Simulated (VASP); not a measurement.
A run of VASP 6.6.1:

File INCAR:

```
PREC = Accurate
ENCUT = 520
EDIFF = 1E-7
ISMEAR = 0
SIGMA = 0.05
LREAL = False
LASPH = True
NELM = 150
ALGO = Normal
ISIF = 2
LWAVE = False
LCHARG = False
ISPIN = 2
MAGMOM = 7.72 0
LORBIT = 11
LMAXMIX = 6
LDAU = True
LDAUTYPE = 2
LDAUL = 3 -1
LDAUU = 6 0
LDAUJ = 0 0
LDAUPRINT = 1
GGA = PE
NBANDS = 23
```

The input KPOINTS:

```
Automatic mesh
0
Gamma
  6 6 6
```

Contents of POSCAR:

```
GdO
1.0
    0.0000000000      2.6984308834      2.6984308834
    2.6984308834      0.0000000000      2.6984308834
    2.6984308834      2.6984308834      0.0000000000
Gd O
1 1
Direct
    0.0000000000      0.0000000000      0.0000000000
    0.2500000000      0.2500000000      0.2500000000
```

Potentials or basis: VASP PAW PBE potentials, release 64 (Gd, O).

Launch:

```console
$ cat potpaw_PBE.64/Gd/POTCAR potpaw_PBE.64/O/POTCAR > POTCAR
$ mpirun -np 1 vasp_std > vasp.out
```

Hardware: 1 thread of AMD EPYC 9R45 96-Core Processor (Zen 5), with other jobs on the host.

**Question.** Estimate the wall time of this run.

**Answer.** Run time: 26 s on 1 thread of AMD EPYC 9R45 96-Core Processor (Zen 5), on a shared host, peak memory 0.16 GiB. Counts: scf iterations 19, k points 16.
